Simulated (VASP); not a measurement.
Crystal: SnSe.

```xyz
2
Lattice="0.0000 3.0100 3.0100 3.0100 0.0000 3.0100 3.0100 3.0100 0.0000" Properties=species:S:1:pos:R:3 pbc="T T T"
Sn    0.0000    0.0000    0.0000
Se    3.0100    3.0100    3.0100
```

```yaml
Program: VASP 6.6.1
Task: relaxation of cell and atoms
Functional: PBE
Dispersion: D3(BJ)
Potentials_or_basis: VASP PAW PBE potentials, release 64 (Sn_d, Se)
Cutoff: 600 eV
k_mesh: 8 × 8 × 8
Occupations: gaussian, width 0.02 eV
Spin: no spin polarisation
```

At the start: pressure -1.2 GPa; volume 27.27 Å³/atom.

Problem. How do energy, volume and symmetry change on relaxing?

Solution. Over 3 steps the energy falls by 2.4 meV/atom and the volume is 26.65 Å³/atom (-2.3 %); space group Fm-3m (No. 225, to 0.1 Å) before and after.

Step by step:
```csv
step,energy change (eV),largest force (eV/Å),pressure (GPa),volume (Å³)
1,0.0000,0.0000,-1.20,54.54
2,-0.0043,0.0000,0.37,52.94
3,-0.0047,0.0000,0.00,53.30
```

Final structure:
```
Sn Se
1.0
     0.00000    2.98694    2.98694
     2.98694    0.00000    2.98694
     2.98694    2.98694    0.00000
Sn Se
1 1
Cartesian
  0.0000 0.0000 0.0000
  2.9869 2.9869 2.9869
```
